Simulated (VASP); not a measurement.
# GaGe (F-43m) in VASP: notebook

GaGe is run at these levels: LDA, PBEsol; tasks: single point.

Everything below comes from runs of VASP 6.6.1. Logs are shortened: lines on timing, memory, paths and dates and some standing lists are left out, and cuts for length are marked.

### 1 The cell of the first run

It takes space group F-43m (No. 216, cubic). The conventional cell has a = 5.796 Å, b = 5.796 Å, c = 5.796 Å, α = 90.00°, β = 90.00°, γ = 90.00°. Within 3.3 Å of Ge (site symmetry -43m) lie 4 Ga at 2.51 Å. Within 3.3 Å of Ga (site symmetry -43m) lie 4 Ge at 2.51 Å.

### 2 Single point, LDA

INCAR

```
PREC = Accurate
ENCUT = 520
EDIFF = 1E-7
ISMEAR = -1
SIGMA = 0.05
LREAL = False
LASPH = True
NELM = 60
ALGO = Normal
ISIF = 2
LWAVE = False
LCHARG = False
GGA = CA
NBANDS = 20
```

KPOINTS

```
Automatic mesh
0
Gamma
  8 8 8
```

POSCAR

```
GaGe
1.0
    0.0000000000      2.8978440000      2.8978440000
    2.8978440000      0.0000000000      2.8978440000
    2.8978440000      2.8978440000      0.0000000000
Ge Ga
1 1
Direct
    0.0000000000      0.0000000000      0.0000000000
    0.2500000000      0.2500000000      0.2500000000
```

Potentials or basis: VASP PAW LDA potentials, release 64 (Ge_d, Ga_d).

On the command line:

```bash
cat potpaw_LDA.64/Ge_d/POTCAR potpaw_LDA.64/Ga_d/POTCAR > POTCAR
mpirun -np 1 vasp_std > vasp.out
```

OUTCAR:

```text
PREC = Accurate
   ENCUT = 520
   EDIFF = 1E-7
   ISMEAR = -1
   LREAL = False
   LASPH = True
   NELM = 60
   ISIF = 2
   GGA = CA

 ion  position               nearest neighbor table
   1  0.000  0.000  0.000-   2 2.51   2 2.51   2 2.51   2 2.51
   2  0.250  0.250  0.250-   1 2.51   1 2.51   1 2.51   1 2.51

  LATTYP: Found a face centered cubic cell.
 ALAT       =     5.7956880000

  Lattice vectors:

 A1 = (   0.0000000000,   2.8978440000,   2.8978440000)
 A2 = (   2.8978440000,   0.0000000000,   2.8978440000)
 A3 = (   2.8978440000,   2.8978440000,   0.0000000000)

Analysis of symmetry for initial positions (statically):
=====================================================================
 Subroutine PRICEL returns:
 Original cell was already a primitive cell.

 Routine SETGRP: Setting up the symmetry group for a
 face centered cubic supercell.

 Subroutine GETGRP returns: Found 24 space group operations
 (whereof 24 operations were pure point group operations)
 out of a pool of 48 trial point group operations.

The static configuration has the point symmetry T_d .

Analysis of symmetry for dynamics (positions and initial velocities):
=====================================================================
 Subroutine PRICEL returns:
 Original cell was already a primitive cell.

 Routine SETGRP: Setting up the symmetry group for a
 face centered cubic supercell.

 Subroutine GETGRP returns: Found 24 space group operations
 (whereof 24 operations were pure point group operations)
 out of a pool of 48 trial point group operations.

The dynamic configuration has the point symmetry T_d .

 Subroutine INISYM returns: Found 24 space group operations
 (whereof 24 operations are pure point group operations),
 and found     1 'primitive' translations

----------------------------------------------------------------------------------------

                                     Primitive cell

  volume of cell :      48.6693

  direct lattice vectors                    reciprocal lattice vectors
     0.000000000  2.897844000  2.897844000    -0.172542069  0.172542069  0.172542069
     2.897844000  0.000000000  2.897844000     0.172542069 -0.172542069  0.172542069
     2.897844000  2.897844000  0.000000000     0.172542069  0.172542069 -0.172542069

  length of vectors
     4.098170286  4.098170286  4.098170286     0.298851630  0.298851630  0.298851630

  position of ions in fractional coordinates (direct lattice)
     0.000000000  0.000000000  0.000000000
     0.250000000  0.250000000  0.250000000

  ion indices of the primitive-cell ions
   primitive index   ion index
                 1           1
                 2           2

----------------------------------------------------------------------------------------

 KPOINTS: Automatic mesh

Automatic generation of k-mesh.
 Grid dimensions read from file:
 generate k-points for:    8    8    8

 Generating k-lattice:

  Cartesian coordinates                     Fractional coordinates (reciprocal lattice)
    -0.021567759  0.021567759  0.021567759     0.125000000  0.000000000  0.000000000
     0.021567759 -0.021567759  0.021567759     0.000000000  0.125000000  0.000000000
     0.021567759  0.021567759 -0.021567759     0.000000000  0.000000000  0.125000000

  Length of vectors
     0.037356454  0.037356454  0.037356454

  Shift w.r.t. Gamma in fractional coordinates (k-lattice)
     0.000000000  0.000000000  0.000000000

 Subroutine IBZKPT returns following result:
 ===========================================

 Found     29 irreducible k-points:

 Following reciprocal coordinates:
            Coordinates               Weight
  0.000000  0.000000  0.000000      1.000000
  0.125000  0.000000  0.000000      8.000000
  0.250000  0.000000  0.000000      8.000000
  0.375000  0.000000  0.000000      8.000000
  0.500000  0.000000  0.000000      4.000000
  0.125000  0.125000  0.000000      6.000000
[... 16 lines left out ...]
  0.500000  0.250000  0.125000     48.000000
 -0.375000  0.250000  0.125000     24.000000
 [... further k-points ...]
   k-points           NKPTS =     29   k-points in BZ     NKDIM =     29   number of bands    NBANDS=     20
   number of dos      NEDOS =    301   number of ions     NIONS =      2
   total plane-waves  NPLWV =  27000
   dimension x,y,z NGX =    30 NGY =   30 NGZ =   30
   dimension x,y,z NGXF=    60 NGYF=   60 NGZF=   60
   ions per type =               1   1
   NGX,Y,Z   is equivalent  to a cutoff of  12.17, 12.17, 12.17 a.u.
   NGXF,Y,Z  is equivalent  to a cutoff of  24.34, 24.34, 24.34 a.u.
 SYSTEM =  unknown system
   PREC   = accura    normal or accurate (medium, high low for compatibility)
   ISTART =      0    job   : 0-new  1-cont  2-samecut
   ICHARG =      2    charge: 1-file 2-atom 10-const
   ISPIN  =      1    spin polarized calculation?
   LNONCOLLINEAR =      F non collinear calculations
   LSORBIT =      F    spin-orbit coupling
   LASPH  =      T    aspherical Exc in radial PAW
   ENCUT  =  520.0 eV  38.22 Ry    6.18 a.u.   7.62  7.62  7.62*2*pi/ulx,y,z
   NELM   =     60;   NELMIN=  2; NELMDL= -5     # of ELM steps
   EDIFF  = 0.1E-06   stopping-criterion for ELM
   LREAL  =      F    real-space projection
   EDIFFG = 0.1E-05   stopping-criterion for IOM
   NSW    =      0    number of steps for IOM
   IBRION =     -1    ionic relax: 0-MD 1-quasi-New 2-CG
   NFREE  =      0    steps in history (QN), initial steepest desc. (CG)
   ISIF   =      2    stress and relaxation
   ISYM   =      2    0-nonsym 1-usesym 2-fastsym
   POTIM  = 0.5000    time-step for ionic-motion
   TEBEG  =    0.0;   TEEND  =   0.0 temperature during run
   PSTRESS=    0.0 pullay stress
   NELECT =      27.0000    total number of electrons
   NUPDOWN=      -1.0000    fix difference up-down
   EMIN   =  10.00;   EMAX   =-10.00  energy-range for DOS
   EFERMI =   0.00;   METHOD = LEGACY
   ISMEAR =    -1;   SIGMA  =   0.05  broadening in eV -4-tet -1-fermi 0-gaus
   EFERMI_NEDOS =   21; number of points for ismear=-14 and -15
   IALGO  =     38    algorithm
   IMIX   =      4    mixing-type and parameters
     AMIX     =   0.40;   BMIX     =  1.00
     AMIX_MAG =   1.60;   BMIX_MAG =  1.00
  volume/ion in A,a.u.               =      24.33       164.22
  Fermi-wavevector in a.u.,A,eV,Ry     =   1.345172  2.542006 24.619567  1.809487
  Thomas-Fermi vector in A             =   2.473106
   LORBIT       =      0    0 simple, 1 ext, 2 COOP (PROOUT), +10 PAW based schemes
   GGA     = CA    functional components
   LHFCALC =     F    Hartree Fock is set to
   AEXX    =    0.0000 exact exchange contribution
   IVDW    =     0    specifies the selected vdW correction
   LEPSILON=     F    determine dielectric tensor
   LRPA    =     F    only Hartree local field effects (RPA)
 non-spin polarized calculation
  energy-cutoff  :      520.00
  volume of cell :       48.67
 maximum number of plane-waves:      1363
   NGX = 15   NGY = 15   NGZ = 15

 number of electron      26.9999991 magnetization

 Free energy of the ion-electron system (eV)
  ---------------------------------------------------
  ext. energy  EPLUGINS =         0.00000000
  ---------------------------------------------------
  free energy    TOTEN  =        -8.39126339 eV

  energy without entropy =       -8.38270552  energy(sigma->0) =       -8.38698445

 E-fermi :   2.8006     XC(G=0):  -9.8944

 val. band max:        2.5622386131   @ k =   0.2500   0.2500   0.0000
 cond. band min:       2.8407452530   @ k =   0.3750   0.1250   0.0000
 fundamental gap:      0.2785066399
 Fermi energy:         2.8005937013

 k-point     1 :       0.0000    0.0000    0.0000
  band No.  band energies     occupation
      1     -21.2559      2.00000
      2     -21.2559      2.00000
      3     -21.2559      2.00000
      4     -21.2361      2.00000
      5     -21.2361      2.00000
      6     -11.6472      2.00000
[... 12 lines left out ...]
     19      10.3695      0.00000
     20      13.6281      0.00000

 k-point     2 :       0.1250    0.0000    0.0000
  band No.  band energies     occupation
      1     -21.2559      2.00000
      2     -21.2555      2.00000
      3     -21.2555      2.00000
      4     -21.2360      2.00000
      5     -21.2360      2.00000
      6     -11.6511      2.00000
[... 12 lines left out ...]
     19      11.3386      0.00000
     20      12.6282      0.00000

 k-point     3 :       0.2500    0.0000    0.0000
  band No.  band energies     occupation
      1     -21.2558      2.00000
      2     -21.2546      2.00000
      3     -21.2546      2.00000
      4     -21.2357      2.00000
      5     -21.2357      2.00000
      6     -11.6604      2.00000
[... 12 lines left out ...]
     19      11.8534      0.00000
     20      12.3852      0.00000

 k-point     4 :       0.3750    0.0000    0.0000
  band No.  band energies     occupation
      1     -21.2558      2.00000
      2     -21.2538      2.00000
      3     -21.2538      2.00000
      4     -21.2354      2.00000
      5     -21.2354      2.00000
      6     -11.6698      2.00000
[... 12 lines left out ...]
     19      12.2878      0.00000
     20      13.5452      0.00000

 k-point     5 :       0.5000    0.0000    0.0000
  band No.  band energies     occupation
      1     -21.2557      2.00000
      2     -21.2534      2.00000
      3     -21.2534      2.00000
      4     -21.2352      2.00000
      5     -21.2352      2.00000
      6     -11.6737      2.00000
[... 12 lines left out ...]
     19      14.1083      0.00000
     20      15.1588      0.00000
[... 353 lines left out ...]
      6     -11.6952      2.00000
[... 12 lines left out ...]
     19      14.9071      0.00000
     20      16.1476      0.00000

 k-point    22 :       0.3750    0.2500    0.1250
  band No.  band energies     occupation
      1     -21.2567      2.00000
      2     -21.2535      2.00000
      3     -21.2533      2.00000
      4     -21.2365      2.00000
      5     -21.2347      2.00000
      6     -11.6709      2.00000
[... 12 lines left out ...]
     19      12.0889      0.00000
     20      14.0386      0.00000

 k-point    23 :       0.5000    0.2500    0.1250
  band No.  band energies     occupation
      1     -21.2560      2.00000
      2     -21.2535      2.00000
      3     -21.2524      2.00000
      4     -21.2362      2.00000
      5     -21.2345      2.00000
      6     -11.6763      2.00000
[... 12 lines left out ...]
     19      13.1615      0.00000
     20      13.8475      0.00000

 k-point    24 :      -0.3750    0.2500    0.1250
  band No.  band energies     occupation
      1     -21.2554      2.00000
      2     -21.2539      2.00000
      3     -21.2521      2.00000
      4     -21.2359      2.00000
      5     -21.2346      2.00000
      6     -11.6782      2.00000
[... 12 lines left out ...]
     19      11.8580      0.00000
     20      14.6854      0.00000

 [... further k-points ...]
[... 5 lines left out ...]
  --------------------------------------------------------------------------------------
  -------------------------------------------------------------------------------------
  Total       -1.2190065     -1.2190065     -1.2190065     -0.0000000     -0.0000000      0.0000000
  in kB      -40.1293022    -40.1293022    -40.1293022     -0.0000000     -0.0000000      0.0000000
  external PRESSURE =     -40.1293022 kB  Pullay stress =       0.0000000 kB

 VOLUME and BASIS-vectors are now :
 -----------------------------------------------------------------------------
  energy-cutoff  :      520.00
  volume of cell :       48.67
      direct lattice vectors                 reciprocal lattice vectors
     0.000000000  2.897844000  2.897844000    -0.172542069  0.172542069  0.172542069
     2.897844000  0.000000000  2.897844000     0.172542069 -0.172542069  0.172542069
     2.897844000  2.897844000  0.000000000     0.172542069  0.172542069 -0.172542069

 POSITION                                       TOTAL-FORCE (eV/Angst)
 -----------------------------------------------------------------------------------
      0.00000      0.00000      0.00000        -0.000000     -0.000000     -0.000000
      1.44892      1.44892      1.44892         0.000000      0.000000      0.000000
 -----------------------------------------------------------------------------------
    total drift:                                0.000001      0.000001      0.000001

  FREE ENERGIE OF THE ION-ELECTRON SYSTEM (eV)
  ---------------------------------------------------
  free  energy   TOTEN  =        -8.3912633867 eV

  energy  without entropy=       -8.3827055194  energy(sigma->0) =       -8.38698445
```

Run time: 11 s. Hardware: 1 thread of Intel Xeon 6975P-C (Granite Rapids), shared host; peak memory 0.16 GiB.

Results:

- Free energy: -8.3913 eV
- Pressure: -4.0 GPa

### 3 Single point, LDA (volume scaled by 1.02)

INCAR

```
SYSTEM = GaGe
ALGO     = Normal         ! electronic algorithm
EDIFF    = 1E-7           ! SCF threshold, eV
ENCUT    = 520            ! plane-wave cutoff, eV
ISIF     = 2              ! what is computed and relaxed
ISMEAR   = -1             ! smearing method
LASPH    = .TRUE.         ! aspherical terms in the spheres
LCHARG   = .FALSE.        ! write CHGCAR
LREAL    = .FALSE.        ! projectors in reciprocal space
LWAVE    = .FALSE.        ! write WAVECAR
NBANDS   = 20             ! bands
NELM     = 80             ! most SCF steps
PREC     = Accurate       ! precision mode
SIGMA    = 0.05           ! smearing width, eV
```

KPOINTS

```
k-points
0
G
  8 8 8
  0 0 0
```

POSCAR

```
GaGe
1.0
    0.0000000000      2.9170355792      2.9170355792
    2.9170355792      0.0000000000      2.9170355792
    2.9170355792      2.9170355792      0.0000000000
Ge Ga
1 1
Direct
    0.0000000000      0.0000000000      0.0000000000
    0.2500000000      0.2500000000      0.2500000000
```

Potentials or basis: VASP PAW LDA potentials, release 64 (Ge_d, Ga_d).

On the command line:

```bash
cat potpaw_LDA.64/Ge_d/POTCAR potpaw_LDA.64/Ga_d/POTCAR > POTCAR
mpirun -np 1 vasp_std > vasp.out
```

OUTCAR:

```text
SYSTEM = GaGe
   EDIFF = 1E-7
   ENCUT = 520
   ISIF = 2
   ISMEAR = -1
   LASPH = .TRUE.
   LREAL = .FALSE.
   NELM = 80
   PREC = Accurate

 ion  position               nearest neighbor table
   1  0.000  0.000  0.000-   2 2.53   2 2.53   2 2.53   2 2.53
   2  0.250  0.250  0.250-   1 2.53   1 2.53   1 2.53   1 2.53

  LATTYP: Found a face centered cubic cell.
 ALAT       =     5.8340711584

  Lattice vectors:

 A1 = (   0.0000000000,   2.9170355792,   2.9170355792)
 A2 = (   2.9170355792,   0.0000000000,   2.9170355792)
 A3 = (   2.9170355792,   2.9170355792,   0.0000000000)

Analysis of symmetry for initial positions (statically):
=====================================================================
 Subroutine PRICEL returns:
 Original cell was already a primitive cell.

 Routine SETGRP: Setting up the symmetry group for a
 face centered cubic supercell.

 Subroutine GETGRP returns: Found 24 space group operations
 (whereof 24 operations were pure point group operations)
 out of a pool of 48 trial point group operations.

The static configuration has the point symmetry T_d .

Analysis of symmetry for dynamics (positions and initial velocities):
=====================================================================
 Subroutine PRICEL returns:
 Original cell was already a primitive cell.

 Routine SETGRP: Setting up the symmetry group for a
 face centered cubic supercell.

 Subroutine GETGRP returns: Found 24 space group operations
 (whereof 24 operations were pure point group operations)
 out of a pool of 48 trial point group operations.

The dynamic configuration has the point symmetry T_d .

 Subroutine INISYM returns: Found 24 space group operations
 (whereof 24 operations are pure point group operations),
 and found     1 'primitive' translations

----------------------------------------------------------------------------------------

                                     Primitive cell

  volume of cell :      49.6427

[... 100 lines left out ...]
   NUPDOWN=      -1.0000    fix difference up-down
   EMIN   =  10.00;   EMAX   =-10.00  energy-range for DOS
   EFERMI =   0.00;   METHOD = LEGACY
   ISMEAR =    -1;   SIGMA  =   0.05  broadening in eV -4-tet -1-fermi 0-gaus
   EFERMI_NEDOS =   21; number of points for ismear=-14 and -15
   IALGO  =     38    algorithm
   IMIX   =      4    mixing-type and parameters
     AMIX     =   0.40;   BMIX     =  1.00
     AMIX_MAG =   1.60;   BMIX_MAG =  1.00
  volume/ion in A,a.u.               =      24.82       167.50
  Fermi-wavevector in a.u.,A,eV,Ry     =   1.336322  2.525282 24.296682  1.785756
  Thomas-Fermi vector in A             =   2.464957
   LORBIT       =      0    0 simple, 1 ext, 2 COOP (PROOUT), +10 PAW based schemes
   GGA     = CA    functional components
   LHFCALC =     F    Hartree Fock is set to
   AEXX    =    0.0000 exact exchange contribution
   IVDW    =     0    specifies the selected vdW correction
   LEPSILON=     F    determine dielectric tensor
   LRPA    =     F    only Hartree local field effects (RPA)
 non-spin polarized calculation
  energy-cutoff  :      520.00
  volume of cell :       49.64
 maximum number of plane-waves:      1363
   NGX = 15   NGY = 15   NGZ = 15

 number of electron      26.9999978 magnetization

 Free energy of the ion-electron system (eV)
  ---------------------------------------------------
  ext. energy  EPLUGINS =         0.00000000
  ---------------------------------------------------
  free energy    TOTEN  =        -8.36462666 eV

  energy without entropy =       -8.35593392  energy(sigma->0) =       -8.36028029

 E-fermi :   2.6588     XC(G=0):  -9.8043

 val. band max:        2.4279636120   @ k =   0.2500   0.2500   0.0000
 cond. band min:       2.6983144871   @ k =   0.5000   0.1250   0.0000
 fundamental gap:      0.2703508751
 Fermi energy:         2.6588064734

 k-point     1 :       0.0000    0.0000    0.0000
  band No.  band energies     occupation
      1     -21.4049      2.00000
      2     -21.4049      2.00000
      3     -21.4049      2.00000
      4     -21.3864      2.00000
      5     -21.3864      2.00000
      6     -11.7817      2.00000
[... 541 lines left out ...]
     19      11.6255      0.00000
     20      14.4388      0.00000

 [... further k-points ...]
[... 5 lines left out ...]
  --------------------------------------------------------------------------------------
  -------------------------------------------------------------------------------------
  Total       -1.4836399     -1.4836399     -1.4836399      0.0000000      0.0000000      0.0000000
  in kB      -47.8832811    -47.8832811    -47.8832811      0.0000000      0.0000000      0.0000000
  external PRESSURE =     -47.8832811 kB  Pullay stress =       0.0000000 kB

 VOLUME and BASIS-vectors are now :
 -----------------------------------------------------------------------------
  energy-cutoff  :      520.00
  volume of cell :       49.64
      direct lattice vectors                 reciprocal lattice vectors
     0.000000000  2.917035579  2.917035579    -0.171406891  0.171406891  0.171406891
     2.917035579  0.000000000  2.917035579     0.171406891 -0.171406891  0.171406891
     2.917035579  2.917035579  0.000000000     0.171406891  0.171406891 -0.171406891

 POSITION                                       TOTAL-FORCE (eV/Angst)
 -----------------------------------------------------------------------------------
      0.00000      0.00000      0.00000        -0.000000     -0.000000      0.000000
      1.45852      1.45852      1.45852         0.000000      0.000000     -0.000000
 -----------------------------------------------------------------------------------
    total drift:                               -0.000000     -0.000000     -0.000000

  FREE ENERGIE OF THE ION-ELECTRON SYSTEM (eV)
  ---------------------------------------------------
  free  energy   TOTEN  =        -8.3646266585 eV

  energy  without entropy=       -8.3559339219  energy(sigma->0) =       -8.36028029
```

stdout:

```text
POSCAR found type information on POSCAR GeGa
 POSCAR found :  2 types and       2 ions
 scaLAPACK will be used
 LDA part: xc-table for (Slater(with rela. corr.)+CA(PZ))
 , standard interpolation
 POSCAR, INCAR and KPOINTS ok, starting setup
 FFT: planning ... GRIDC
 FFT: planning ... GRID_SOFT
 FFT: planning ... GRID
 WAVECAR not read
 entering main loop
```

Wall time 8.4 s (1 thread of Intel Xeon 6975P-C (Granite Rapids), shared host); peak memory 0.16 GiB.

Results:

- Free energy: -8.3646 eV
- Pressure: -4.8 GPa

[end of part 1 of 2]
